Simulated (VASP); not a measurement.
Write the native input for VASP 6.6.1 that does the following.

* Task: single point
* Functional: BLYP
* Potentials or basis: VASP PAW PBE potentials, release 64 (Tl_d)
* Cutoff: 520 eV
* k mesh: 12 × 12 × 12
* Occupations: fermi-dirac, width 0.1 eV
* Spin: no spin polarisation
* Dipole correction: no
* Further INCAR settings: ALGO = Normal; EDIFF = 1e-07; NBANDS = 12

The structure of Tl lies in POSCAR:

```
Tl
1.0
   -1.9850044261      1.9850044261      1.9850044261
    1.9850044261     -1.9850044261      1.9850044261
    1.9850044261      1.9850044261     -1.9850044261
Tl
1
Direct
    0.0000000000      0.0000000000      0.0000000000
```

This cell differs from its parent crystal: volume scaled by 0.88.

One way to write it, as run:

INCAR

```
SYSTEM = Tl
AGGAC = 1.0
AGGAX = 1.0
ALDAC = 0.0
ALDAX = 1.0
ALGO = Normal
EDIFF = 1E-7
ENCUT = 520
GGA = B5
ISIF = 2
ISMEAR = -1
LASPH = .True.
LCHARG = .False.
LREAL = .False.
LWAVE = .False.
NBANDS = 12
NELM = 60
PREC = Accurate
SIGMA = 0.1
```

KPOINTS

```
k-points
0
Gamma
  12 12 12
  0 0 0
```

Potentials or basis: VASP PAW PBE potentials, release 64 (Tl_d).

Run with:

```bash
$ cat potpaw_PBE.64/Tl_d/POTCAR > POTCAR
$ mpirun -np 1 vasp_std > vasp.out
```

It gave:

```json
{
  "Pressure": "3.3 GPa"
}
```

Caveat: the PAW data sets were made with another functional, which shifts forces and pressure a little.

Run time: 31 s on 1 thread of AMD EPYC 7R43 64-Core Processor (Zen 3) (shared host), peak memory 0.13 GiB.
